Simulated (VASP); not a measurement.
The system is Ca2Ge2N.

```
Ca Ge N
1.0
     3.95411    0.00000    0.00000
     0.00000    3.95411    0.00000
     0.00000    0.00000    6.60765
Ca Ge N
2 2 1
Direct
  0.00000 0.50000 0.50000
  0.50000 0.00000 0.50000
  0.50000 0.50000 0.25883
  0.50000 0.50000 0.74117
  0.00000 0.00000 0.00000
```

- Program: VASP 6.6.1
- Task: relaxation of cell and atoms
- Functional: PBE
- Potentials or basis: VASP PAW PBE potentials, release 64 (Ca_sv, Ge_d, N)
- Cutoff: 600 eV
- k mesh: 4 × 4 × 4
- Occupations: gaussian, width 0.1 eV
- Spin: no spin polarisation

At the start: pressure 21.4 GPa; volume 20.66 Å³/atom.

Problem. How do energy, volume and symmetry change on relaxing?

Solution. Over 24 steps the energy falls by 1512.8 meV/atom and the volume is 27.46 Å³/atom (+32.9 %); space group P4/mmm (No. 123, to 0.05 Å).

The path:
```csv
step,energy change (eV),largest force (eV/Å),pressure (GPa),volume (Å³)
1,0.0000,5.8807,21.36,103.31
2,-4.3053,1.9484,-2.72,149.72
3,-4.3687,1.7984,-3.59,154.82
4,-4.3896,1.5095,-4.87,165.34
5,-4.3968,1.6480,-4.32,160.27
6,-5.8740,0.5940,-3.62,149.24
7,-6.1138,1.8967,-1.60,144.11
8,-6.1143,1.2380,-2.13,145.09
9,-6.1172,1.4436,-1.95,144.77
10,-6.3943,0.7556,0.11,135.54
11,-6.4674,0.5848,1.73,129.60
12,-6.5403,0.9516,6.28,117.97
13,-6.6898,0.7490,6.64,117.49
14,-6.9792,0.1077,8.23,115.75
15,-6.9850,0.6148,8.88,114.95
16,-7.2573,0.4741,6.22,120.25
17,-7.5127,0.6579,1.02,133.49
18,-7.5374,0.2322,0.77,134.18
19,-7.5515,0.4123,0.44,135.49
20,-7.5619,0.1985,0.16,136.67
21,-7.5635,0.0870,0.00,137.36
22,-7.5635,0.0929,0.05,137.32
23,-7.5639,0.0502,0.03,137.31
24,-7.5640,0.0062,0.03,137.29
```

Final structure:
```cif
data_structure
_symmetry_space_group_name_H-M 'P 1'
_symmetry_Int_Tables_number 1
_cell_length_a 5.3506
_cell_length_b 5.3506
_cell_length_c 4.7956
_cell_angle_alpha 90.000
_cell_angle_beta 90.000
_cell_angle_gamma 90.000
_cell_volume 137.29
loop_
_atom_site_label
_atom_site_type_symbol
_atom_site_fract_x
_atom_site_fract_y
_atom_site_fract_z
_atom_site_occupancy
Ca1 Ca 0.00000 0.50000 0.50000 1
Ca2 Ca 0.50000 0.00000 0.50000 1
Ge1 Ge 0.50000 0.50000 0.24619 1
Ge2 Ge 0.50000 0.50000 0.75381 1
N1 N 0.00000 0.00000 0.00000 1
```

Caveat: the k points lie up to 0.33 Å⁻¹ apart in the final cell; the volume moved by over 15 % at a fixed basis, so the end points are rough.
